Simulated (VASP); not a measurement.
Input of a VASP 6.6.1 run:

File POSCAR:

```
W
1.0
   -1.6078496600      1.6078496600      1.6078496600
    1.6078496600     -1.6078496600      1.6078496600
    1.6078496600      1.6078496600     -1.6078496600
W
1
Direct
    0.0000000000      0.0000000000      0.0000000000
```

The input INCAR.step1:

```
SYSTEM = W
PREC = Accurate
ENCUT = 550
ISMEAR = -1
SIGMA = 0.1
LREAL = .FALSE.
LASPH = .TRUE.
NELM = 120
GGA = PE
ALGO = Normal
EDIFF = 1E-5
LWAVE = .TRUE.
LCHARG = .FALSE.
GGA_COMPAT = .FALSE.
IBRION = 2
ISIF = 3
EDIFFG = -0.005
NELMIN = 4
NSW = 100
```

INCAR.step2

```
SYSTEM = W
PREC = Accurate
ENCUT = 550
EDIFF = 1E-7
ISMEAR = -1
SIGMA = 0.1
LREAL = .FALSE.
LASPH = .TRUE.
NELM = 120
ALGO = Normal
ISIF = 3
LWAVE = .FALSE.
LCHARG = .FALSE.
METAGGA = R2SCAN
LMIXTAU = .TRUE.
IBRION = 2
NSW = 60
EDIFFG = -0.01
ISTART = 1
GGA_COMPAT = .FALSE.
NELMIN = 4
```

KPOINTS

```
regular mesh
0
G
  8 8 8
  0 0 0
```

Potentials or basis: VASP PAW PBE potentials, release 64 (W_sv).

The run is started by

```bash
$ cat potpaw_PBE.64/W_sv/POTCAR > POTCAR
$ cp INCAR.step1 INCAR
$ mpirun -np 1 vasp_std > vasp.out
$ cp INCAR.step2 INCAR
$ mpirun -np 1 vasp_std > vasp.out
```

Q: What does it give for the space group after relaxing (to 0.05 Å)?

A: Im-3m (No. 229).

Q: Predict the relaxed volume.

A: 15.98 Å³/atom.

Q: Estimate the relaxed cell.

A: a = 2.748 Å, b = 2.748 Å, c = 2.748 Å, α = 109.47°, β = 109.47°, γ = 109.47°.

Step by step:
```
step  energy change (eV)  largest force (eV/Å)  pressure (GPa)  volume (Å³)
   1              0.0000                0.0000          -11.80        16.63
   2              0.3436                0.0000           62.73        13.85
   3             -0.0245                0.0000           -0.80        16.02
   4             -0.0246                0.0000           -0.13        15.99
   5             -0.0246                0.0000            0.13        15.98
   6             -0.0246                0.0000           -0.40        16.00
   7             -0.0246                0.0000            0.01        15.98
```

Caveat: the PAW data sets were made with another functional, which shifts forces and pressure a little.
